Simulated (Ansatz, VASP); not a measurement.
**ZrC: VASP beside Ansatz**

Contents of INCAR:

```
ALGO = Normal
EDIFF = 1E-7
ENCUT = 520
ISIF = 2
ISMEAR = 0
LASPH = T
LCHARG = F
LREAL = F
LWAVE = F
NBANDS = 15
NELM = 100
PREC = Accurate
SIGMA = 0.05
```

File KPOINTS:

```
k-points
0
Gamma
  12 12 12
```

POSCAR

```
ZrC
1.0
    3.2695327460      0.0000000000      0.0000000000
   -1.6347663730      2.8314984165      0.0000000000
    0.0000000000      0.0000000000      2.9397343753
Zr C
1 1
Direct
    0.0000000000      0.0000000000      0.0000000000
    0.6666666667      0.3333333333      0.5000000000
```

Input for Ansatz:

```yaml
crystal:
  lattice:
    - [3.269532746, 0.0, 0.0]
    - [-1.634766373, 2.8314984165, 0.0]
    - [0.0, 0.0, 2.9397343753]
  atoms:
    - { symbol: Zr, position: [0.0, 0.0, 0.0] }
    - { symbol: C, position: [0.6666666667, 0.3333333333, 0.5] }
basis:
  ecutwfc: 420
  ecutrho_ratio: 4
kpoints:
  mp_grid: { grid: [12, 12, 12] }
hamiltonian:
  xc: lda
scf:
  occupations: { method: gaussian, width: 0.05 }
output:
  forces: true
  stress: true
  eigenvalues: true
  populations: true
```

Alike in both runs: task single point; functional LDA; k mesh 12 × 12 × 12; occupations gaussian, width 0.05 eV; no spin polarisation.

|  | VASP | Ansatz |
| --- | --- | --- |
| version | VASP 6.6.1 | Ansatz 0.2.0 |
| potentials or method | VASP PAW LDA potentials, release 64 (Zr_sv, C), cutoff 520 eV | scalar-relativistic, plane waves, PAW |
| valence electrons in the cell | 16 | 16 |

|  | VASP | Ansatz | Ansatz less VASP |
| --- | --- | --- | --- |
| gap on the k mesh at the Fermi level (eV) | none | none | - |
| pressure (GPa) | -8.6 | -9.1 | -0.49 |
| traceless stress, the component that is largest in VASP (GPa) | -0.59 | -0.68 | -0.089 |

LDA's correlation is that of Perdew and Zunger in VASP and of Perdew and Wang (1992) in Ansatz. A gap of «none» marks a metal or a gap that the smearing closes.
